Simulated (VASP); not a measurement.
# SnO in VASP: notebook, part 2 of 2

VASP 6.6.1.

## Step 3: Single point, PBE+D3(BJ) (layers slid over each other)

The input, INCAR:

```
PREC     = Accurate       # precision mode
ENCUT    = 520            # plane-wave cutoff, eV
EDIFF    = 1E-6           # SCF threshold, eV
ISMEAR   = 0              # smearing method
SIGMA    = 0.05           # smearing width, eV
LREAL    = F              # projectors in reciprocal space
LASPH    = T              # aspherical terms in the spheres
NELM     = 120            # most SCF steps
ALGO     = Normal         # electronic algorithm
ISIF     = 2              # what is computed and relaxed
LWAVE    = F              # write WAVECAR
LCHARG   = F              # write CHGCAR
LDIPOL   = T            
IDIPOL   = 3            
DIPOL    = 0.5 0.5 0.403
GGA      = PE             # functional
IVDW     = 12             # dispersion correction
NBANDS   = 50             # bands
GGA_COMPAT= F            
NELMDL   = -8
```

The input, KPOINTS:

```
regular mesh
0
Gamma
  7 7 1
```

The input, POSCAR:

```
SnO
1.0
    3.8201708766      0.0000000000      0.0000000000
    0.0000000000      3.8201708766      0.0000000000
    0.0000000000      0.0000000000     22.2260720666
Sn O
4 4
Direct
    0.5000000000      0.0000000000      0.2024649244
    0.0000000000      0.5000000000      0.3087831270
    0.0000000000      0.8750000000      0.4977503897
    0.5000000000      0.3750000000      0.6040685923
    0.0000000000      0.0000000000      0.2556240257
    0.5000000000      0.5000000000      0.2556240257
    0.5000000000      0.8750000000      0.5509094910
    0.0000000000      0.3750000000      0.5509094910
```

Potentials or basis: VASP PAW PBE potentials, release 64 (Sn_d, O).

The run is started by

```console
$ cat potpaw_PBE.64/Sn_d/POTCAR potpaw_PBE.64/O/POTCAR > POTCAR
$ mpirun -np 1 vasp_std > vasp.out
```

OUTCAR:

```text
PREC = Accurate
   ENCUT = 520
   EDIFF = 1E-6
   ISMEAR = 0
   LREAL = F
   LASPH = T
   NELM = 120
   ISIF = 2
   GGA = PE
   IVDW = 12
   NELMDL = -8
 IVDW          = 12

 ion  position               nearest neighbor table
   1  0.500  0.000  0.202-   5 2.25   6 2.25   6 2.25   5 2.25   2 3.59   2 3.59   2 3.59   2 3.59

   2  0.000  0.500  0.309-   5 2.25   6 2.25   5 2.25   6 2.25   1 3.59   1 3.59   1 3.59   1 3.59

   3  0.000  0.875  0.498-   7 2.25   8 2.25   8 2.25   7 2.25   4 3.59   4 3.59   4 3.59   4 3.59

   4  0.500  0.375  0.604-   7 2.25   8 2.25   7 2.25   8 2.25   3 3.59   3 3.59   3 3.59   3 3.59

   5  0.000  0.000  0.256-   2 2.25   2 2.25   1 2.25   1 2.25
   6  0.500  0.500  0.256-   2 2.25   2 2.25   1 2.25   1 2.25
   7  0.500  0.875  0.551-   3 2.25   3 2.25   4 2.25   4 2.25
   8  0.000  0.375  0.551-   3 2.25   3 2.25   4 2.25   4 2.25

  LATTYP: Found a simple tetragonal cell.
 ALAT       =     3.8201708766
 C/A-ratio  =     5.8180832179

  Lattice vectors:

 A1 = (   3.8201708766,   0.0000000000,   0.0000000000)
[... 197 lines left out ...]
      3     -20.6914      2.00000
      4     -20.6914      2.00000
      5     -20.6539      2.00000
      6     -20.6535      2.00000
[... 837 lines left out ...]
     49       6.2552      0.00000
     50       6.3219      0.00000

------------------------ aborting loop because EDIFF is reached ----------------------------------------

 vacuum level on the upper side and lower side of the slab       (xc-potential included)        -0.152        -0.150

 Edisp (eV)   -1.23778

 E8    (eV) :    -0.5473

  FORCE on cell =-STRESS in cart. coord.  units (eV):
  Direction    XX          YY          ZZ          XY          YZ          ZX
  --------------------------------------------------------------------------------------
  -------------------------------------------------------------------------------------
  Total       0.17968     0.24934    -0.02292     0.00000     0.17685     0.00000
  in kB       0.88751     1.23163    -0.11319     0.00000     0.87354     0.00000
  external pressure =        0.67 kB  Pullay stress =        0.00 kB

 VOLUME and BASIS-vectors are now :
 -----------------------------------------------------------------------------
  energy-cutoff  :      520.00
  volume of cell :      324.36
      direct lattice vectors                 reciprocal lattice vectors
     3.820170877  0.000000000  0.000000000     0.261768395  0.000000000  0.000000000
     0.000000000  3.820170877  0.000000000     0.000000000  0.261768395  0.000000000
     0.000000000  0.000000000 22.226072067     0.000000000  0.000000000  0.044992205

 POSITION                                       TOTAL-FORCE (eV/Angst)
 -----------------------------------------------------------------------------------
      1.91009      0.00000      4.50000         0.000000     -0.003335     -0.082157
      0.00000      1.91009      6.86304         0.000000     -0.019300      0.123790
      0.00000      3.34265     11.06304         0.000000      0.019300     -0.123790
      1.91009      1.43256     13.42607         0.000000      0.003335      0.082157
      0.00000      0.00000      5.68152         0.000000     -0.016659      0.005888
      1.91009      1.91009      5.68152         0.000000      0.006578      0.006553
      1.91009      3.34265     12.24455         0.000000     -0.006578     -0.006553
      0.00000      1.43256     12.24455         0.000000      0.016659     -0.005888
 -----------------------------------------------------------------------------------
    total drift:                                0.000000     -0.000000     -0.000129

  FREE ENERGIE OF THE ION-ELECTRON SYSTEM (eV)
  ---------------------------------------------------
  free  energy   TOTEN  =       -46.4025044853 eV

  energy  without entropy=      -46.4025044853  energy(sigma->0) =      -46.40250449

 vacuum level on the upper side and lower side of the slab         4.796         4.799
```

OSZICAR:

```text
N       E                     dE             d eps       ncg     rms          rms(c)
DAV:   1     0.949529953141E+03    0.94953E+03   -0.38045E+04  1688   0.181E+03
DAV:   2     0.139855470398E+03   -0.80967E+03   -0.78423E+03  1768   0.494E+02
DAV:   3    -0.389147482616E+02   -0.17877E+03   -0.17278E+03  1994   0.221E+02
[... 18 lines left out ...]
DAV:  22    -0.451647052716E+02   -0.36922E-04   -0.27913E-06  1418   0.126E-02    0.246E-03
DAV:  23    -0.451647209340E+02   -0.15662E-04   -0.10761E-06  1344   0.540E-03    0.239E-03
DAV:  24    -0.451647241054E+02   -0.31715E-05   -0.17771E-07  1170   0.389E-03    0.150E-03
DAV:  25    -0.451647258511E+02   -0.17457E-05   -0.36837E-07  1132   0.406E-03    0.374E-04
DAV:  26    -0.451647260996E+02   -0.24848E-06   -0.11087E-07  1154   0.238E-03
   1 F= -.46402504E+02 E0= -.46402504E+02  d E =-.182310E-13
```

stdout:

```text
POSCAR found type information on POSCAR SnO
 POSCAR found :  2 types and       8 ions
 scaLAPACK will be used
 LDA part: xc-table for (Slater+PW92), standard interpolation
 POSCAR, INCAR and KPOINTS ok, starting setup
 FFT: planning ... GRIDC
 FFT: planning ... GRID_SOFT
 FFT: planning ... GRID
 WAVECAR not read
 entering main loop
```

It took 13 min on 1 thread of Oxide Virtual Turin-like, shared host; peak memory 0.42 GiB.

What came out:

- Free energy: -46.4025 eV
- Largest force: 0.125 eV/Å
- Band gap on the k mesh: 2.47 eV (least direct gap 2.57 eV)
- Dispersion energy per atom: -0.155 eV

Forces in eV/Å, atoms in the order of the input:
```
Sn   0.000 -0.003 -0.082
Sn   0.000 -0.019  0.124
Sn   0.000  0.019 -0.124
Sn   0.000  0.003  0.082
O    0.000 -0.017  0.006
O    0.000  0.007  0.007
O    0.000 -0.007 -0.007
O    0.000  0.017 -0.006
```

Levels at points of the mesh, in eV from the valence-band top:
```
           k point  band 37  band 38  band 39  band 40  band 41  band 42  band 43  band 44
(0.00, 0.00, 0.00)    -1.94    -1.94    -0.60    -0.03     2.54     2.87     2.87     3.80
```

Caveat: the cell differs from its parent crystal (layers slid over each other); spin-orbit coupling is left out, which moves the levels of the heavy elements.
